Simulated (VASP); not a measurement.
Write the native input for VASP 6.6.1 that does the following.

| Property | Result |
| --- | --- |
| Task | single point |
| Functional | PBE |
| Dispersion | D3(BJ) |
| Potentials or basis | VASP PAW PBE potentials, release 64 (C, H, O, S) |
| Cutoff | 520 eV |
| k mesh | 1 × 1 × 1 |
| Occupations | fermi-dirac, width 0.05 eV |
| Spin | no spin polarisation |
| Dipole correction | no |
| Further INCAR settings | LREAL = Auto; ALGO = Normal; EDIFF = 1e-06; NBANDS = 89 |

The structure of H8C5S3O3 lies in POSCAR:

```
H8C5S3O3
1.0
    9.0856030000      0.0000000000      0.0000000000
    0.0000000000      9.0856030000      0.0000000000
    0.0000000000      0.0000000000      9.0856030000
C H O S
10 16 6 6
Direct
    0.6099980376      0.8051309308      0.0186228696
    0.2608302388      0.3243042867      0.6931625782
    0.1823214155      0.8171609523      0.3079817597
    0.9311104612      0.1586906230      0.3715108397
    0.8733927732      0.4589898986      0.9637995409
    0.0247534478      0.0243792294      0.8097866482
    0.3013668988      0.7013843770      0.7524651914
    0.8922137584      0.6481132843      0.5402173086
    0.6073234765      0.1979285249      0.8821538868
    0.4967199205      0.4719554662      0.3444130235
    0.7083514435      0.8485402675     -0.0314453537
    0.6360722563      0.7598505019      0.1238993163
    0.5597867307      0.7180481031     -0.0438606001
    0.5308618481      0.8927750860      0.0176543043
    0.3043826590      0.3458658715      0.8033699029
    0.1449105800      0.2859579051      0.7003057475
    0.3315905395      0.2417120801      0.6422248474
    0.2573742216      0.4225256155      0.6241412925
    0.1981376470      0.8059564126      0.4274785064
    0.0693624848      0.8576645931      0.2926828302
    0.2086707949      0.7162100303      0.2505942644
    0.2559543929      0.9033742725      0.2671699391
    0.8411439505      0.1883199167      0.2906686546
    1.0319623255      0.1932948204      0.3128355928
    0.9255852363      0.0355947756      0.3866116536
    0.9282047653      0.2149224438      0.4786363657
    0.8535261776      0.4431406479      0.8359489183
    0.0534912212     -0.0141652678      0.6887710150
    0.3746806899      0.7165402230      0.6485095155
    0.9858454084      0.5675132405      0.5120958950
    0.6224132840      0.1503257406      0.7655298168
    0.4215900695      0.5431009918      0.2743351212
    0.9129388550      0.5025092996      1.1235247677
   -0.0197345184      0.0581799579      0.9794396696
    0.2044223152      0.6778196230      0.8947892616
    0.7575391529      0.7675219796      0.5671500285
    0.5533149533      0.2411617589      1.0464467796
    0.6101081018      0.3764747370      0.4449897272
```

These files were run (other wordings do the same):

INCAR

```
PREC = Accurate
ENCUT = 520
EDIFF = 1E-6
ISMEAR = -1
SIGMA = 0.05
LREAL = Auto
LASPH = T
NELM = 100
ALGO = Normal
ISIF = 2
LWAVE = F
LCHARG = F
GGA = PE
IVDW = 12
NBANDS = 89
```

KPOINTS

```
regular mesh
0
Gamma
  1 1 1
```

Potentials or basis: VASP PAW PBE potentials, release 64 (C, H, O, S).

The run is started by

```console
$ cat potpaw_PBE.64/C/POTCAR potpaw_PBE.64/H/POTCAR potpaw_PBE.64/O/POTCAR potpaw_PBE.64/S/POTCAR > POTCAR
$ mpirun -np 1 vasp_gam > vasp.out
```

Results of the run:

- Pressure: -0.7 GPa
- Largest force: 6.502 eV/Å
- Band gap on the k mesh: 4.37 eV
- Dispersion energy per atom: -0.051 eV

Caveat: the k points lie up to 0.69 Å⁻¹ apart; the atoms stand as in a frame of molecular dynamics.

Wall time 3.5 min on 1 thread of Intel(R) Xeon(R) Platinum 8375C CPU @ 2.90GHz (Ice Lake), with other jobs on the host, peak memory 0.66 GiB.
